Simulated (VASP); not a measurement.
Set up this calculation in VASP 6.6.1, as the native input.

```yaml
Task: single point
Functional: PBE
Potentials_or_basis: VASP PAW PBE potentials, release 64 (Rb_sv)
Cutoff: 520 eV
k_mesh: 6 × 6 × 2
Occupations: gaussian, width 0.1 eV
Spin: no spin polarisation
Dipole_correction: no
Further_INCAR_settings: ALGO = Normal; EDIFF = 1e-06; NBANDS = 26
```

The structure of Rb lies in POSCAR:

```
Rb
1.0
    4.2054228134      0.0000000000      0.0000000000
   -2.1027114067      3.6420029901      0.0000000000
    0.0000000000      0.0000000000     15.4748454095
Rb
4
Direct
    0.0000000000      0.0000000000      0.0000000000
    0.3333333300      0.6666666700      0.2500000000
    0.0000000000      0.0000000000      0.5000000000
    0.6666666700      0.3333333300      0.7500000000
```

This isn't the form of Rb at room conditions, which is bcc.

This cell differs from its parent crystal: Li replaced by Rb, lengths x 1.431, strained.

One way to write it, as run:

INCAR

```
SYSTEM = Rb
ALGO = Normal
EDIFF = 1E-6
ENCUT = 520
GGA = PE
ISIF = 2
ISMEAR = 0
LASPH = .TRUE.
LCHARG = .FALSE.
LREAL = .FALSE.
LWAVE = .FALSE.
NBANDS = 26
NELM = 100
PREC = Accurate
SIGMA = 0.1
```

KPOINTS

```
k-points
0
G
  6 6 2
  0 0 0
```

Potentials or basis: VASP PAW PBE potentials, release 64 (Rb_sv).

Command:

```sh
$ cat potpaw_PBE.64/Rb_sv/POTCAR > POTCAR
$ mpirun -np 1 vasp_std > vasp.out
```

Results of the run:

```yaml
Pressure: 2.8 GPa
Band_gap_on_the_k_mesh: zero (bands 18 and 19 overlap by 2.85 eV)
```

Caveat: the cell differs from its parent crystal (Li replaced by Rb, lengths x 1.431, strained).

Run time: 110 s on 1 thread of Intel Xeon 8259CL (shared host), peak memory 0.34 GiB.
